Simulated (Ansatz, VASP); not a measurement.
# Two plane-wave programs on WC4

```
W C
1.0
    -2.40221    2.40221    2.40221
     2.40221   -2.40221    2.40221
     2.40221    2.40221   -2.40221
W C
1 4
Direct
  0.00000 0.00000 0.00000
  0.50000 0.50000 0.50000
  0.50000 0.00000 0.00000
  0.00000 0.00000 0.50000
  0.00000 0.50000 0.00000
```

Change from the starting cell: species swapped into the GeF4 type (I-43m, No. 217).

Alike in both runs: functional PBE; k mesh 4 × 4 × 4; occupations gaussian, width 0.2 eV; no spin polarisation.

Ansatz relaxed the structure, and its values are those at the end. VASP's run is a single point on that final structure, the one shown.

```csv
,VASP,Ansatz
version,VASP 6.6.1,Ansatz 0.2.0
potentials or method,"VASP PAW PBE potentials, release 64 (W_sv, C), cutoff 600 eV","scalar-relativistic, plane waves, PAW"
valence electrons in the cell,30,30
```

```csv
,VASP,Ansatz,Ansatz less VASP
gap on the k mesh at the Fermi level (eV),none,none,-
pressure (GPa),0.3,0.1,-0.22
```

A gap of «none» marks a metal or a gap that the smearing closes. With one functional, cell and mesh, what is left measures potentials, basis and numerics.

The k mesh is coarse, so the values compare programs but aren't converged. Spin-orbit coupling is off throughout.
